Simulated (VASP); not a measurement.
# GaP (F-43m) in VASP: a series of runs, part 2 of 2

VASP 6.6.1.

## 4. Single point, PBEsol

Input file INCAR:

```
SYSTEM = GaP
PREC = Accurate ; ENCUT = 500
EDIFF = 1E-6 ; ISMEAR = 0
SIGMA = 0.01 ; LREAL = .FALSE.
LASPH = .TRUE. ; NELM = 120
ALGO = Normal ; ISIF = 2
LWAVE = .FALSE. ; LCHARG = .TRUE.
GGA = PS ; LELF = .TRUE.
LVHAR = .TRUE. ; NBANDS = 16
GGA_COMPAT = .FALSE.
```

Input file KPOINTS:

```
Automatic mesh
0
G
  8 8 8
  0 0 0
```

Input file POSCAR:

```
GaP
1.0
    0.0000000000      2.7192244523      2.7192244523
    2.7192244523      0.0000000000      2.7192244523
    2.7192244523      2.7192244523      0.0000000000
Ga P
1 1
Direct
    0.0000000000      0.0000000000      0.0000000000
    0.7500000000      0.7500000000      0.7500000000
```

Potentials or basis: VASP PAW PBE potentials, release 64 (Ga_d, P).

Run with:

```sh
$ cat potpaw_PBE.64/Ga_d/POTCAR potpaw_PBE.64/P/POTCAR > POTCAR
$ mpirun -np 1 vasp_std > vasp.out
```

OUTCAR:

```text
SYSTEM = GaP
   PREC = Accurate
   ENCUT = 500
   EDIFF = 1E-6
   ISMEAR = 0
   LREAL = .FALSE.
   LASPH = .TRUE.
   NELM = 120
   ISIF = 2
   GGA = PS

 ion  position               nearest neighbor table
   1  0.000  0.000  0.000-   2 2.35   2 2.35   2 2.35   2 2.35
   2  0.750  0.750  0.750-   1 2.35   1 2.35   1 2.35   1 2.35

  LATTYP: Found a face centered cubic cell.
 ALAT       =     5.4384489046

  Lattice vectors:

 A1 = (   0.0000000000,   2.7192244523,   2.7192244523)
 A2 = (   2.7192244523,   0.0000000000,   2.7192244523)
 A3 = (   2.7192244523,   2.7192244523,   0.0000000000)

Analysis of symmetry for initial positions (statically):
=====================================================================
 Subroutine PRICEL returns:
 Original cell was already a primitive cell.

 Routine SETGRP: Setting up the symmetry group for a
 face centered cubic supercell.

 Subroutine GETGRP returns: Found 24 space group operations
 (whereof 24 operations were pure point group operations)
 out of a pool of 48 trial point group operations.

The static configuration has the point symmetry T_d .

Analysis of symmetry for dynamics (positions and initial velocities):
[... 162 lines left out ...]
 cond. band min:       6.1394719673   @ k =   0.5000   0.5000   0.0000
 fundamental gap:      1.5028318074
 Fermi energy:         4.7597057896

 k-point     1 :       0.0000    0.0000    0.0000
  band No.  band energies     occupation
      1      -9.9159      2.00000
      2      -9.9159      2.00000
      3      -9.9159      2.00000
      4      -9.8132      2.00000
      5      -9.8132      2.00000
      6      -7.9379      2.00000
[... 433 lines left out ...]
      3      -9.8716      2.00000
      4      -9.8187      2.00000
      5      -9.8057      2.00000
      6      -5.4111      2.00000
[... 8 lines left out ...]
     15      16.5597      0.00000
     16      17.1136      0.00000

 [... further k-points ...]

------------------------ aborting loop because EDIFF is reached ----------------------------------------

  FORCE on cell =-STRESS in cart. coord.  units (eV):
  Direction    XX          YY          ZZ          XY          YZ          ZX
  --------------------------------------------------------------------------------------
  -------------------------------------------------------------------------------------
  Total       -0.0247651     -0.0247651     -0.0247651      0.0000000     -0.0000000      0.0000000
  in kB       -0.9867003     -0.9867003     -0.9867003      0.0000000     -0.0000000      0.0000000
  external PRESSURE =      -0.9867003 kB  Pullay stress =       0.0000000 kB

 VOLUME and BASIS-vectors are now :
 -----------------------------------------------------------------------------
  energy-cutoff  :      500.00
  volume of cell :       40.21
      direct lattice vectors                 reciprocal lattice vectors
     0.000000000  2.719224452  2.719224452    -0.183875958  0.183875958  0.183875958
     2.719224452  0.000000000  2.719224452     0.183875958 -0.183875958  0.183875958
     2.719224452  2.719224452  0.000000000     0.183875958  0.183875958 -0.183875958

 POSITION                                       TOTAL-FORCE (eV/Angst)
 -----------------------------------------------------------------------------------
      0.00000      0.00000      0.00000         0.000000      0.000000      0.000000
      4.07884      4.07884      4.07884        -0.000000     -0.000000     -0.000000
 -----------------------------------------------------------------------------------
    total drift:                               -0.000001     -0.000001     -0.000001

  FREE ENERGIE OF THE ION-ELECTRON SYSTEM (eV)
  ---------------------------------------------------
  free  energy   TOTEN  =        -9.9210180723 eV

  energy  without entropy=       -9.9210180723  energy(sigma->0) =       -9.92101807
```

OSZICAR:

```text
N       E                     dE             d eps       ncg     rms          rms(c)
DAV:   1     0.805075751511E+02    0.80508E+02   -0.87933E+03   952   0.160E+03
DAV:   2    -0.386670029976E+01   -0.84374E+02   -0.80479E+02  1064   0.317E+02
DAV:   3    -0.101036756191E+02   -0.62370E+01   -0.62154E+01  1152   0.659E+01
DAV:   4    -0.102065326183E+02   -0.10286E+00   -0.10284E+00  1144   0.902E+00
DAV:   5    -0.102084989573E+02   -0.19663E-02   -0.19661E-02  1224   0.107E+00    0.415E+00
DAV:   6    -0.996238238909E+01    0.24612E+00   -0.35079E-01  1408   0.114E+01    0.264E+00
DAV:   7    -0.992361161515E+01    0.38771E-01   -0.81320E-02  1304   0.222E+00    0.987E-01
DAV:   8    -0.992081800825E+01    0.27936E-02   -0.12002E-02  1096   0.127E+00    0.181E-01
DAV:   9    -0.992096725405E+01   -0.14925E-03   -0.99615E-04  1368   0.419E-01    0.617E-02
DAV:  10    -0.992099169270E+01   -0.24439E-04   -0.60333E-05  1368   0.859E-02    0.269E-02
DAV:  11    -0.992101817147E+01   -0.26479E-04   -0.27491E-05  1080   0.522E-02    0.654E-03
DAV:  12    -0.992101807227E+01    0.99204E-07   -0.88917E-07   904   0.103E-02
   1 F= -.99210181E+01 E0= -.99210181E+01  d E =-.555190E-70
```

stdout:

```text
POSCAR found type information on POSCAR GaP
 POSCAR found :  2 types and       2 ions
 scaLAPACK will be used
 -----------------------------------------------------------------------------
|                                                                             |
|                                                                             |
|     You enforced a specific xc type in the INCAR file but a different       |
|     I HOPE YOU KNOW WHAT YOU ARE DOING!                                     |
|                                                                             |
 -----------------------------------------------------------------------------

 LDA part: xc-table for (Slater+PW92), standard interpolation
 POSCAR, INCAR and KPOINTS ok, starting setup
 FFT: planning ... GRIDC
 FFT: planning ... GRID_SOFT
 FFT: planning ... GRID
 WAVECAR not read
 entering main loop
```

Wall time 11 s (1 thread of Intel Xeon Platinum 8375C at 2.90GHz (Ice Lake), shared host); peak memory 0.15 GiB.

What came out:

| Item | Value |
| --- | --- |
| Free energy | -9.9210 eV |
| Pressure | -0.1 GPa |
| Band gap on the k mesh | 1.50 eV, indirect (least direct gap 1.80 eV) |

Caveat: the PAW data sets were made with another functional, which shifts forces and pressure a little. PBEsol gaps usually lie below the measured ones, often by a third to a half.

## 5. Single point, PBEsol, collinear spin, zero start

Input file INCAR:

```
PREC = Accurate
ENCUT = 500
EDIFF = 1E-6
ISMEAR = 1
SIGMA = 0.02
LREAL = F
LASPH = T
NELM = 200
ALGO = Normal
ISIF = 2
LWAVE = F
LCHARG = F
ISPIN = 2
MAGMOM = 0 0
LORBIT = 11
GGA = PS
NBANDS = 20
GGA_COMPAT = F
```

Input file KPOINTS:

```
regular mesh
0
Gamma
  8 8 8
```

POSCAR is that of step 4.

Potentials or basis: VASP PAW PBE potentials, release 64 (Ga_d, P).

Run with:

```sh
$ cat potpaw_PBE.64/Ga_d/POTCAR potpaw_PBE.64/P/POTCAR > POTCAR
$ mpirun -np 1 vasp_std > vasp.out
```

OUTCAR:

```text
PREC = Accurate
   ENCUT = 500
   EDIFF = 1E-6
   ISMEAR = 1
   LREAL = F
   LASPH = T
   NELM = 200
   ISIF = 2
   ISPIN = 2
   LORBIT = 11
   GGA = PS

 ion  position               nearest neighbor table
   1  0.000  0.000  0.000-   2 2.35   2 2.35   2 2.35   2 2.35
   2  0.750  0.750  0.750-   1 2.35   1 2.35   1 2.35   1 2.35

  LATTYP: Found a face centered cubic cell.
 ALAT       =     5.4384489046

  Lattice vectors:

 A1 = (   0.0000000000,   2.7192244523,   2.7192244523)
 A2 = (   2.7192244523,   0.0000000000,   2.7192244523)
 A3 = (   2.7192244523,   2.7192244523,   0.0000000000)

Analysis of symmetry for initial positions (statically):
=====================================================================
 Subroutine PRICEL returns:
 Original cell was already a primitive cell.

 Routine SETGRP: Setting up the symmetry group for a
 face centered cubic supercell.

[... 751 lines left out ...]
      3      -9.9160      1.00000
      4      -9.8132      1.00000
      5      -9.8132      1.00000
      6      -7.9380      1.00000
[... 541 lines left out ...]
     19      21.6839      0.00000
     20      23.5449      0.00000

 [... further k-points ...]

------------------------ aborting loop because EDIFF is reached ----------------------------------------

  FORCE on cell =-STRESS in cart. coord.  units (eV):
  Direction    XX          YY          ZZ          XY          YZ          ZX
  --------------------------------------------------------------------------------------
  -------------------------------------------------------------------------------------
  Total       -0.0268022     -0.0268022     -0.0268022      0.0000000     -0.0000000      0.0000000
  in kB       -1.0678637     -1.0678637     -1.0678637      0.0000000     -0.0000000      0.0000000
  external PRESSURE =      -1.0678637 kB  Pullay stress =       0.0000000 kB

 VOLUME and BASIS-vectors are now :
 -----------------------------------------------------------------------------
  energy-cutoff  :      500.00
  volume of cell :       40.21
      direct lattice vectors                 reciprocal lattice vectors
     0.000000000  2.719224452  2.719224452    -0.183875958  0.183875958  0.183875958
     2.719224452  0.000000000  2.719224452     0.183875958 -0.183875958  0.183875958
     2.719224452  2.719224452  0.000000000     0.183875958  0.183875958 -0.183875958

 POSITION                                       TOTAL-FORCE (eV/Angst)
 -----------------------------------------------------------------------------------
      0.00000      0.00000      0.00000         0.000000      0.000000      0.000000
      4.07884      4.07884      4.07884        -0.000000     -0.000000     -0.000000
 -----------------------------------------------------------------------------------
    total drift:                               -0.000001     -0.000001     -0.000001

  FREE ENERGIE OF THE ION-ELECTRON SYSTEM (eV)
  ---------------------------------------------------
  free  energy   TOTEN  =        -9.9210112685 eV

  energy  without entropy=       -9.9210180629  energy(sigma->0) =       -9.92101353

 total charge

# of ion       s       p       d       tot
------------------------------------------
    1        0.865   0.861  10.013  11.739
    2        1.017   1.512   0.000   2.529
--------------------------------------------------
tot          1.882   2.373  10.013  14.268

 magnetization (x)

# of ion       s       p       d       tot
------------------------------------------
    1       -0.000   0.000  -0.000   0.000
    2        0.000   0.000   0.000   0.000
--------------------------------------------------
tot         -0.000   0.000  -0.000   0.000
```

stdout:

```text
POSCAR found type information on POSCAR GaP
 POSCAR found :  2 types and       2 ions
 scaLAPACK will be used
 -----------------------------------------------------------------------------
|                                                                             |
|                                                                             |
|     You enforced a specific xc type in the INCAR file but a different       |
|     I HOPE YOU KNOW WHAT YOU ARE DOING!                                     |
|                                                                             |
 -----------------------------------------------------------------------------

 LDA part: xc-table for (Slater+PW92), standard interpolation
 POSCAR, INCAR and KPOINTS ok, starting setup
 FFT: planning ... GRIDC
 FFT: planning ... GRID_SOFT
 FFT: planning ... GRID
 WAVECAR not read
 entering main loop
```

Wall time 25 s (1 thread of Intel Xeon Platinum 8375C at 2.90GHz (Ice Lake), shared host); peak memory 0.18 GiB.

What came out:

| Quantity | Value |
| --- | --- |
| Free energy | -9.9210 eV |
| Pressure | -0.1 GPa |
| Band gap on the k mesh | 1.50 eV, indirect (least direct gap 1.80 eV) |
| Net moment | 0.00 μB per cell |
| Valence electrons inside the program's atomic spheres | Ga 11.74; P 2.53 |

Caveat: the PAW data sets were made with another functional, which shifts forces and pressure a little. A k mesh can miss the band edges.

## 6. Summary

| task | spin | cell | cutoff (eV) | smearing | gap on the mesh (eV) | pressure (GPa) |
| --- | --- | --- | --- | --- | --- | --- |
| single point | off | a = 3.846 Å, angles 60.0°, 2 atoms | 520 | gaussian 0.02 eV | 1.50 | -0.1 |
| relaxation of cell and atoms | off | relaxed from a = 3.855 Å, angles 60.0°, 2 atoms | 600 | gaussian 0.02 eV | 1.50 | 0.0 |
| single point | off | a = 3.846 Å, angles 60.0°, 2 atoms | 500 | gaussian 0.01 eV | 1.50 | -0.1 |
| single point | collinear, zero start | a = 3.846 Å, angles 60.0°, 2 atoms | 500 | methfessel-paxton 0.02 eV | 1.50 | -0.1 |

Alike in all rows: level PBEsol; potentials or basis VASP PAW PBE potentials, release 64 (Ga_d, P); k mesh 8 × 8 × 8.

On the cell as given the gap runs from 1.50 eV (PBEsol) to 1.50 eV (PBEsol).

Caveats: the PAW data sets were made with another functional, which shifts forces and pressure a little.

Total energies depend on the potentials used, so only differences within one code and one set of settings carry meaning.
